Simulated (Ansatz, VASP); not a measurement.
**One calculation of Zr, two programs**

```xyz
8
Lattice="2.4814 4.2979 0.0000 0.0000 0.0000 5.4158 7.4397 -4.2953 0.0000" Properties=species:S:1:pos:R:3 pbc="T T T"
Zr    7.4401   -1.4303    0.0000
Zr    2.4796   -1.4316    0.0000
Zr    2.4809    1.4329    2.7079
Zr    7.4415    1.4342    2.7079
Zr    7.4401   -1.4303    2.7079
Zr    2.4796   -1.4316    2.7079
Zr    2.4809    1.4329    5.4158
Zr    7.4415    1.4342    5.4158
```

Alike in both runs: functional LDA; k mesh 8 × 6 × 6; occupations gaussian, width 0.1 eV; no spin polarisation.

Ansatz relaxed the structure, and its values are those at the end. VASP's run is a single point on that final structure, the one shown.

|  | VASP | Ansatz |
| --- | --- | --- |
| version | VASP 6.6.1 | Ansatz 0.2.0 |
| potentials or method | VASP PAW LDA potentials, release 64 (Zr_sv), cutoff 520 eV | scalar-relativistic, plane waves, PAW |
| valence electrons in the cell | 96 | 96 |

VASP gave:

| Item | Value |
| --- | --- |
| gap on the k mesh at the Fermi level (eV) | none |
| pressure (GPa) | 0.0 |

Q: Which values does Ansatz return?

A: gap on the k mesh at the Fermi level (eV): none; pressure (GPa): -0.1.

LDA's correlation is that of Perdew and Zunger in VASP and of Perdew and Wang (1992) in Ansatz. A gap of «none» marks a metal or a gap that the smearing closes.
